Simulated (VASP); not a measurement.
Input of a VASP 6.6.1 run:

The input INCAR:

```
SYSTEM = W
PREC = Accurate
ENCUT = 600
EDIFF = 1E-7
ISMEAR = 0
SIGMA = 0.3
LREAL = .FALSE.
LASPH = .TRUE.
NELM = 60
ALGO = Fast
ISIF = 3
LWAVE = .FALSE.
LCHARG = .FALSE.
GGA = PE
IBRION = 2
NSW = 80
EDIFFG = -0.005
```

Contents of KPOINTS:

```
regular mesh
0
G
  12 12 12
  0 0 0
```

POSCAR

```
W
1.0
   -1.5900000000      1.5900000000      1.5900000000
    1.5900000000     -1.5900000000      1.5900000000
    1.5900000000      1.5900000000     -1.5900000000
W
1
Direct
    0.0000000000      0.0000000000      0.0000000000
```

Potentials or basis: VASP PAW PBE potentials, release 64 (W_sv).

The run is started by

```console
$ cat potpaw_PBE.64/W_sv/POTCAR > POTCAR
$ mpirun -np 1 vasp_std > vasp.out
```

Problem. Estimate the relaxed cell.

Solution. a = 2.759 Å, b = 2.759 Å, c = 2.759 Å, α = 109.47°, β = 109.47°, γ = 109.47°.

Problem. Estimate the space group after relaxing (to 0.05 Å).

Solution. Im-3m (No. 229).

Problem. Predict the band gap on the k mesh.

Solution. Zero (band 7 reaches 16.19 eV, above the bottom of band 8 at 9.96 eV).

Final structure:
```
W
1.0
    -1.59292    1.59292    1.59292
     1.59292   -1.59292    1.59292
     1.59292    1.59292   -1.59292
W
1
Direct
  0.00000 0.00000 0.00000
```

Caveat: spin-orbit coupling is left out, which moves the levels of the heavy elements.
